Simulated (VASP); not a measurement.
Ta: single point with LDA

Ta:

```
CELL_PARAMETERS angstrom
-1.66000 1.66000 1.66000
1.66000 -1.66000 1.66000
1.66000 1.66000 -1.66000
ATOMIC_POSITIONS crystal
Ta 0.00000 0.00000 0.00000
```

```
Program             : VASP 6.6.1
Task                : single point
Functional          : LDA
Potentials or basis : VASP PAW LDA potentials, release 64 (Ta_pv)
Cutoff              : 500 eV
k mesh              : 12 × 12 × 12
Occupations         : fermi-dirac, width 0.1 eV
Spin                : no spin polarisation
```

- Pressure: -11.4 GPa
- Band gap on the k mesh: zero (an odd number of electrons rules out a gap without spin polarisation)

Levels at points of the mesh, in eV from the Fermi level:
```tsv
k point	band 3	band 4	band 5	band 6	band 7	band 8
(0.00, 0.00, 0.00)	-32.96	-7.80	0.66	0.66	0.66	3.86
(0.50, 0.00, 0.00)	-32.97	-4.31	-1.55	1.65	3.73	4.73
(0.50, 0.50, 0.50)	-33.76	-3.74	-3.74	6.65	6.65	6.65
```

Run time: 8.7 s on 1 thread of Intel(R) Xeon(R) Platinum 8259CL CPU @ 2.50GHz (Skylake/Cascade Lake), on a shared host, peak memory 0.14 GiB.

Caveat: the cell stands under tension; spin-orbit coupling is left out, which moves the levels of the heavy elements.
